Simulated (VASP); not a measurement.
# FeGe (zincblende type): relaxation of cell and atoms with PBE

The system is FeGe (zincblende type).

```xyz
2
Lattice="0.0000 2.6559 2.6559 2.6559 0.0000 2.6559 2.6559 2.6559 0.0000" Properties=species:S:1:pos:R:3 pbc="T T T"
Fe    0.0000    0.0000    0.0000
Ge    1.3279    1.3279    1.3279
```

| Property | Result |
| --- | --- |
| Program | VASP 6.6.1 |
| Task | relaxation of cell and atoms |
| Functional | PBE |
| Potentials or basis | VASP PAW PBE potentials, release 64 (Fe, Ge_d) |
| Cutoff | 600 eV |
| k mesh | 12 × 12 × 12 |
| Occupations | fermi-dirac, width 0.05 eV |
| Spin | collinear spin, ferromagnetic start |
| Starting moments | [2.5, 0.0] μB |
| Target pressure | -1.9 GPa |
| Dipole correction | no |
| Further INCAR settings | ALGO = Normal; EDIFF = 1e-06; IBRION = 2; EDIFFG = -0.005; NSW = 60; ISIF = 3 |

* Relaxed volume: 20.83 Å³/atom
* Relaxed cell: a = 3.891 Å, b = 3.891 Å, c = 3.891 Å, α = 60.00°, β = 60.00°, γ = 60.00°
* Space group after relaxing (to 0.1 Å): F-43m (No. 216)
* Energy change on relaxing (the run minimises the enthalpy): -11.1 meV/atom
* Ionic steps: 2
* Pressure after relaxing: -1.9 GPa
* Net moment: 2.09 μB per cell
* Site moments: Fe +2.30; Ge -0.18 μB
* Valence electrons inside the program's atomic spheres: Fe 7.04; Ge 12.40

The path:
```tsv
step	energy change (eV)	largest force (eV/Å)	pressure (GPa)	volume (Å³)
1	0.0000	0.0000	4.49	37.47
2	-0.0223	0.0000	-1.88	41.67
```

Final structure:
```
Fe Ge
1.0
     0.00000    2.75167    2.75167
     2.75167    0.00000    2.75167
     2.75167    2.75167    0.00000
Fe Ge
1 1
Direct
  0.00000 0.00000 0.00000
  0.25000 0.25000 0.25000
```

Levels at points of the mesh, in eV from the Fermi level:
Spin up:
| k point | band 9 | band 10 | band 11 | band 12 | band 13 | band 14 | band 15 | band 16 |
| --- | --- | --- | --- | --- | --- | --- | --- | --- |
| (0.00, 0.00, 0.00) | -2.98 | -2.33 | -2.33 | 4.75 | 4.75 | 4.75 | 5.85 | 7.52 |
| (0.50, 0.00, 0.00) | -2.88 | -2.15 | -2.15 | -1.67 | 2.88 | 2.88 | 6.05 | 8.13 |
| (0.50, 0.50, 0.00) | -2.24 | -2.18 | -2.03 | -1.43 | 0.39 | 0.39 | 4.69 | 5.60 |
Spin down:
```csv
k point,band 7,band 8,band 9,band 10,band 11,band 12,band 13,band 14
"(0.00, 0.00, 0.00)",-1.68,-1.68,-1.68,0.16,0.16,5.22,5.22,5.22
"(0.50, 0.00, 0.00)",-3.78,-1.43,-1.43,0.09,0.19,0.19,3.32,3.32
"(0.50, 0.50, 0.00)",-3.64,-0.95,-0.95,-0.63,0.40,0.51,0.92,0.92
```

It took 2.5 min on 1 thread of Intel(R) Xeon(R) Platinum 8488C (Sapphire Rapids), on a shared host, peak memory 0.25 GiB.

Caveat: the cell is relaxed towards a set pressure, so the run minimises the enthalpy, not the energy.
